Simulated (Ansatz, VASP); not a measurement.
One calculation of WSe2, two programs

```
W Se
1.0
     3.29974    0.00000    0.00000
    -1.64987    2.85766    0.00000
     0.00000    0.00000   13.14969
W Se
2 4
Cartesian
  1.6499 0.9526 3.2872
  0.0000 1.9051 9.8625
  0.0000 1.9051 4.9527
  1.6499 0.9526 11.5280
  0.0000 1.9051 1.6217
  1.6499 0.9526 8.1970
```

Alike in both runs: task single point; functional PBE; k mesh 12 × 12 × 2; no spin polarisation.

```csv
,VASP,Ansatz
version,VASP 6.6.1,Ansatz 0.2.0
potentials or method,"VASP PAW PBE potentials, release 64 (W_sv, Se)","plane waves, PAW"
plane-wave cutoff (eV),520,420
occupations,"gaussian, width 0.01 eV",fixed
valence electrons in the cell,52,92
```

```tsv
	VASP	Ansatz	Ansatz less VASP
gap on the k mesh at the Fermi level (eV)	1.04	1.04	+0.004
pressure (GPa)	3.7	3.3	-0.32
traceless stress, the component that is largest in VASP (GPa)	1.15	1.07	-0.082
rms of the force components (eV/Å)	0.153	0.130	-0.0227
```

Atom by atom the forces differ by 0.023 eV/Å (rms over components). VASP's potentials hold 52 valence electrons a cell and Ansatz's 92, so a difference there can come from the potentials and not from the codes.

Spin-orbit coupling is off throughout.
